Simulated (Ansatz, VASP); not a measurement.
KCaCl3: VASP beside Ansatz

```
K Ca Cl
1.0
     5.22486    0.00000    0.00000
     0.00000    5.22486    0.00000
     0.00000    0.00000    5.74735
K Ca Cl
1 1 3
Direct
  0.00000 0.00000 0.00000
  0.50000 0.50000 0.50000
  0.00000 0.50000 0.50000
  0.50000 0.00000 0.50000
  0.50000 0.50000 0.00000
```

Alike in both runs: task single point; functional LDA; k mesh 6 × 6 × 6; occupations gaussian, width 0.05 eV; no spin polarisation.

|  | VASP | Ansatz |
| --- | --- | --- |
| version | VASP 6.6.1 | Ansatz 0.2.0 |
| potentials or method | VASP PAW LDA potentials, release 64 (K_sv, Ca_sv, Cl), cutoff 520 eV | scalar-relativistic, plane waves, PAW |
| valence electrons in the cell | 40 | 40 |

Ansatz gave:

| Quantity | Value |
| --- | --- |
| gap on the k mesh at the Fermi level (eV) | 4.23 |
| least direct gap on the mesh (eV) | 4.59 |
| pressure (GPa) | -2.2 |
| traceless stress, the component that is largest in VASP (GPa) | -2.20 |

Task: Estimate VASP's values.

Result: gap on the k mesh at the Fermi level (eV): 4.23; least direct gap on the mesh (eV): 4.59; pressure (GPa): -2.2; traceless stress, the component that is largest in VASP (GPa): -2.25.

LDA's correlation is that of Perdew and Zunger in VASP and of Perdew and Wang (1992) in Ansatz.
